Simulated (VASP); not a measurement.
# SiO2 (I-42d) in VASP: further runs, part 4 of 4

VASP 6.6.1. The steps go on from the part before.

## 5. Electric field gradients, PBEsol (volume scaled by 0.96)

The input, INCAR:

```
SYSTEM = SiO2
PREC = Accurate
ENCUT = 520
EDIFF = 1E-8
ISMEAR = -1
SIGMA = 0.03
LREAL = .FALSE.
LASPH = .TRUE.
NELM = 100
ALGO = Normal
ISIF = 2
LWAVE = .FALSE.
LCHARG = .FALSE.
GGA = PS
LEFG = .TRUE.
NBANDS = 25
```

The input, KPOINTS:

```
regular mesh
0
G
  7 7 7
  0 0 0
```

The input, POSCAR:

```
SiO2
1.0
   -2.3419643100      2.3419643100      3.6933992025
    2.3419643100     -2.3419643100      3.6933992025
    2.3419643100      2.3419643100     -3.6933992025
Si O
2 4
Direct
    0.0000000000      0.0000000000      0.0000000000
    0.7500000000      0.2500000000      0.5000000000
    0.9983800000      0.6250000000      0.8733800000
    0.3750000000      0.2483800000      0.3733800000
    0.7516200000      0.1250000000      0.1266200000
    0.8750000000      0.0016200000      0.6266200000
```

Potentials or basis: VASP PAW PBE potentials, release 64 (Si, O).

The run is started by

```
$ cat potpaw_PBE.64/Si/POTCAR potpaw_PBE.64/O/POTCAR > POTCAR
$ mpirun -np 1 vasp_std > vasp.out
```

OUTCAR:

```text
SYSTEM = SiO2
   PREC = Accurate
   ENCUT = 520
   EDIFF = 1E-8
   ISMEAR = -1
   LREAL = .FALSE.
   LASPH = .TRUE.
   NELM = 100
   ISIF = 2
   GGA = PS

 ion  position               nearest neighbor table
   1  0.000  0.000  0.000-   3 1.60   4 1.60   5 1.60   6 1.60   2 2.98   2 2.98   2 2.98   2 2.98

   2  0.750  0.250  0.500-   3 1.60   4 1.60   5 1.60   6 1.60   1 2.98   1 2.98   1 2.98   1 2.98

   3  0.998  0.625  0.873-   1 1.60   2 1.60
   4  0.375  0.248  0.373-   1 1.60   2 1.60
   5  0.752  0.125  0.127-   1 1.60   2 1.60
   6  0.875  0.002  0.627-   1 1.60   2 1.60

  LATTYP: Found a body centered tetragonal cell.
 ALAT       =     4.6839286200
 C/A-ratio  =     1.5770518734

  Lattice vectors:

 A1 = (  -2.3419643100,   2.3419643100,   3.6933992025)
 A2 = (   2.3419643100,  -2.3419643100,   3.6933992025)
 A3 = (   2.3419643100,   2.3419643100,  -3.6933992025)

Analysis of symmetry for initial positions (statically):
=====================================================================
 Subroutine PRICEL returns:
 Original cell was already a primitive cell.

 Routine SETGRP: Setting up the symmetry group for a
 body centered tetragonal supercell.

 Subroutine GETGRP returns: Found  8 space group operations
 (whereof  4 operations were pure point group operations)
 out of a pool of 16 trial point group operations.

The static configuration has the point symmetry S_4 .
 The point group associated with its full space group is D_2d.

Analysis of symmetry for dynamics (positions and initial velocities):
=====================================================================
 Subroutine PRICEL returns:
 Original cell was already a primitive cell.

 Routine SETGRP: Setting up the symmetry group for a
 body centered tetragonal supercell.

 Subroutine GETGRP returns: Found  8 space group operations
 (whereof  4 operations were pure point group operations)
 out of a pool of 16 trial point group operations.

The dynamic configuration has the point symmetry S_4 .
 The point group associated with its full space group is D_2d.

 Subroutine INISYM returns: Found  8 space group operations
 (whereof  4 operations are pure point group operations),
 and found     1 'primitive' translations

----------------------------------------------------------------------------------------

                                     Primitive cell

  volume of cell :      81.0302

  direct lattice vectors                    reciprocal lattice vectors
    -2.341964310  2.341964310  3.693399203     0.000000000  0.213495995  0.135376647
     2.341964310 -2.341964310  3.693399203     0.213495995  0.000000000  0.135376647
     2.341964310  2.341964310 -3.693399203     0.213495995  0.213495995  0.000000000

  length of vectors
     4.960926459  4.960926459  4.960926459     0.252799083  0.252799083  0.301928931

  position of ions in fractional coordinates (direct lattice)
     0.000000000  0.000000000  0.000000000
     0.750000000  0.250000000  0.500000000
     0.998380000  0.625000000  0.873380000
     0.375000000  0.248380000  0.373380000
     0.751620000  0.125000000  0.126620000
[... 101 lines left out ...]
     AMIX     =   0.40;   BMIX     =  1.00
     AMIX_MAG =   1.60;   BMIX_MAG =  1.00
  volume/ion in A,a.u.               =      13.51        91.14
  Fermi-wavevector in a.u.,A,eV,Ry     =   1.201091  2.269733 19.628029  1.442619
  Thomas-Fermi vector in A             =   2.336909
   LORBIT       =      0    0 simple, 1 ext, 2 COOP (PROOUT), +10 PAW based schemes
   GGA     = PS    functional components
   LHFCALC =     F    Hartree Fock is set to
   AEXX    =    0.0000 exact exchange contribution
   IVDW    =     0    specifies the selected vdW correction
   LEPSILON=     F    determine dielectric tensor
   LRPA    =     F    only Hartree local field effects (RPA)
 non-spin polarized calculation
  energy-cutoff  :      520.00
  volume of cell :       81.03
 maximum number of plane-waves:      2213
 NGX is ok and might be reduce to    40
   NGX = 19   NGY = 19   NGZ = 19

 number of electron      31.9999993 magnetization

 Free energy of the ion-electron system (eV)
  ---------------------------------------------------
  ext. energy  EPLUGINS =         0.00000000
  ---------------------------------------------------
  free energy    TOTEN  =       -49.18051084 eV

  energy without entropy =      -49.18051084  energy(sigma->0) =      -49.18051084

 E-fermi :   0.7136     XC(G=0):  -8.8861

 val. band max:        0.0728603085   @ k =   0.0000   0.0000   0.0000
 cond. band min:       6.3067499845   @ k =   0.0000   0.0000   0.0000
 fundamental gap:      6.2338896760
 Fermi energy:         0.7136082086

 k-point     1 :       0.0000    0.0000    0.0000
  band No.  band energies     occupation
      1     -19.1843      2.00000
      2     -16.9185      2.00000
      3     -16.8959      2.00000
      4     -16.8959      2.00000
      5      -8.8384      2.00000
      6      -5.3286      2.00000
[... 661 lines left out ...]
     24      13.2874      0.00000
     25      13.5899      0.00000

 [... further k-points ...]
[... 5 lines left out ...]
  --------------------------------------------------------------------------------------
  -------------------------------------------------------------------------------------
  Total        5.0022761      5.0022761      4.1394686      0.0000000      0.0000000      0.0000000
  in kB       98.9080081     98.9080081     81.8480586      0.0000000      0.0000000      0.0000000
  external PRESSURE =      93.2213583 kB  Pullay stress =       0.0000000 kB

 VOLUME and BASIS-vectors are now :
 -----------------------------------------------------------------------------
  energy-cutoff  :      520.00
  volume of cell :       81.03
      direct lattice vectors                 reciprocal lattice vectors
    -2.341964310  2.341964310  3.693399203     0.000000000  0.213495995  0.135376647
     2.341964310 -2.341964310  3.693399203     0.213495995  0.000000000  0.135376647
     2.341964310  2.341964310 -3.693399203     0.213495995  0.213495995  0.000000000

 POSITION                                       TOTAL-FORCE (eV/Angst)
 -----------------------------------------------------------------------------------
      0.00000      0.00000      0.00000        -0.000000      0.000000      0.000000
      0.00000      2.34196      1.84670        -0.000000      0.000000      0.000000
      1.17098      2.91987      2.77005        -0.000000      0.589245      0.000000
      0.57790      1.17098      0.92335         0.589245      0.000000      0.000000
     -1.17098      1.76406      2.77005        -0.000000     -0.589245     -0.000000
     -0.57790      3.51295      0.92335        -0.589245      0.000000     -0.000000
 -----------------------------------------------------------------------------------
    total drift:                                0.000000      0.000000      0.000000

  FREE ENERGIE OF THE ION-ELECTRON SYSTEM (eV)
  ---------------------------------------------------
  free  energy   TOTEN  =       -49.1805108360 eV

  energy  without entropy=      -49.1805108360  energy(sigma->0) =      -49.18051084

 Electric field gradients (V/A^2)
---------------------------------------------------------------------
 ion       V_xx      V_yy      V_zz      V_xy      V_xz      V_yz
---------------------------------------------------------------------
   1       2.811     2.811    -5.622    -0.000    -0.000    -0.000
   2       2.811     2.811    -5.622    -0.000    -0.000    -0.000
   3      25.314   -25.854     0.540     0.002    62.602     0.002
   4     -25.854    25.314     0.540     0.002     0.002    62.602
   5      25.314   -25.854     0.540     0.002   -62.598     0.002
   6     -25.854    25.314     0.540     0.002     0.002   -62.598
---------------------------------------------------------------------

 Electric field gradients after diagonalization (V/A^2)
 (convention: |V_zz| > |V_xx| > |V_yy|)
----------------------------------------------------------------------
 ion       V_xx      V_yy      V_zz     asymmetry (V_yy - V_xx)/ V_zz
----------------------------------------------------------------------
   1       2.811     2.811    -5.622       0.000
   2       2.811     2.811    -5.622       0.000
   3     -50.889   -25.854    76.743       0.326
   4     -50.889   -25.854    76.743       0.326
   5     -50.885   -25.854    76.738       0.326
   6     -50.885   -25.854    76.738       0.326
----------------------------------------------------------------------

           NMR quadrupolar parameters

 Cq : quadrupolar parameter    Cq=e*Q*V_zz/h
 eta: asymmetry parameters     (V_yy - V_xx)/ V_zz
 Q  : nuclear electric quadrupole moment in mb (millibarn)
----------------------------------------------------------------------
 ion       Cq(MHz)       eta       Q (mb)
----------------------------------------------------------------------
   1      -0.014       0.000       1.000
   2      -0.014       0.000       1.000
   3       0.186       0.326       1.000
   4       0.186       0.326       1.000
   5       0.186       0.326       1.000
   6       0.186       0.326       1.000
----------------------------------------------------------------------
```

OSZICAR:

```text
N       E                     dE             d eps       ncg     rms          rms(c)
DAV:   1     0.168077705183E+03    0.16808E+03   -0.16328E+04  2008   0.115E+03
DAV:   2    -0.442027534499E+02   -0.21228E+03   -0.20402E+03  2707   0.275E+02
DAV:   3    -0.550871570374E+02   -0.10884E+02   -0.10837E+02  2664   0.632E+01
DAV:   4    -0.551886106631E+02   -0.10145E+00   -0.10142E+00  2456   0.699E+00
DAV:   5    -0.551897956341E+02   -0.11850E-02   -0.11848E-02  2676   0.740E-01    0.211E+01
DAV:   6    -0.492599499563E+02    0.59298E+01   -0.17782E+01  2446   0.269E+01    0.108E+01
DAV:   7    -0.492026363799E+02    0.57314E-01   -0.66230E-01  2560   0.445E+00    0.376E+00
DAV:   8    -0.491757624806E+02    0.26874E-01   -0.40820E-02  2581   0.165E+00    0.135E+00
DAV:   9    -0.491786938741E+02   -0.29314E-02   -0.16916E-02  2303   0.954E-01    0.259E-01
DAV:  10    -0.491804067832E+02   -0.17129E-02   -0.21173E-03  2466   0.272E-01    0.785E-02
DAV:  11    -0.491805004558E+02   -0.93673E-04   -0.44742E-04  2512   0.148E-01    0.199E-02
DAV:  12    -0.491805072392E+02   -0.67833E-05   -0.31782E-05  2463   0.368E-02    0.105E-02
DAV:  13    -0.491805104737E+02   -0.32346E-05   -0.40285E-06  2447   0.126E-02    0.489E-03
DAV:  14    -0.491805108153E+02   -0.34155E-06   -0.29439E-07  2502   0.339E-03    0.144E-03
DAV:  15    -0.491805108357E+02   -0.20394E-07   -0.33437E-08  2191   0.115E-03    0.499E-04
DAV:  16    -0.491805108360E+02   -0.31832E-09   -0.36502E-09  1958   0.419E-04
   1 F= -.49180511E+02 E0= -.49180511E+02  d E =-.376056E-10
```

Run time: 1.9 min. Hardware: 1 thread of Intel Xeon Platinum 8488C (Sapphire Rapids), shared host; peak memory 0.25 GiB.

What came out:

| Item | Value |
| --- | --- |
| Free energy | -49.1805 eV |
| Pressure | 9.3 GPa |
| Largest force | 0.589 eV/Å |
| Band gap on the k mesh | 6.23 eV, direct |

Forces in eV/Å, atoms in the order of the input:
```
Si   0.000  0.000  0.000
Si   0.000  0.000  0.000
O    0.000  0.589  0.000
O    0.589  0.000  0.000
O    0.000 -0.589  0.000
O   -0.589  0.000  0.000
```

Electric field gradients, principal values (V/Å²):
| atom | least | middle | greatest (by size) |
| --- | --- | --- | --- |
| 1 Si | 2.811 | 2.811 | -5.622 |
| 2 Si | 2.811 | 2.811 | -5.622 |
| 3 O | -25.854 | -50.889 | 76.743 |
| 4 O | -25.854 | -50.889 | 76.743 |
| 5 O | -25.854 | -50.885 | 76.738 |
| 6 O | -25.854 | -50.885 | 76.738 |

Caveat: without QUAD_EFG the Cq values of the log hold for a quadrupole moment of 1 mb, not for the nuclei; the PAW data sets were made with another functional, which shifts forces and pressure a little. A k mesh can miss the band edges.

## 6. The runs side by side

```tsv
cell	gap on the mesh (eV)	pressure (GPa)	largest force (eV/Å)
a = 5.128 Å, angles 123.7, 123.7, 83.8°, 6 atoms	5.57	-7.3	0.66
a = 4.926 Å, angles 123.7, 123.7, 83.8°, 6 atoms	6.36	13.8	0.91
a = 4.961 Å, angles 123.7, 123.7, 83.8°, 6 atoms	6.23	9.3	0.59
```

Alike in all rows: task electric field gradients; level PBEsol; potentials or basis VASP PAW PBE potentials, release 64 (Si, O); no spin polarisation; k mesh 7 × 7 × 7; cutoff (eV) 520; smearing fermi-dirac 0.03 eV.

Caveats: the PAW data sets were made with another functional, which shifts forces and pressure a little.

Total energies depend on the potentials used, so only differences within one code and one set of settings carry meaning.
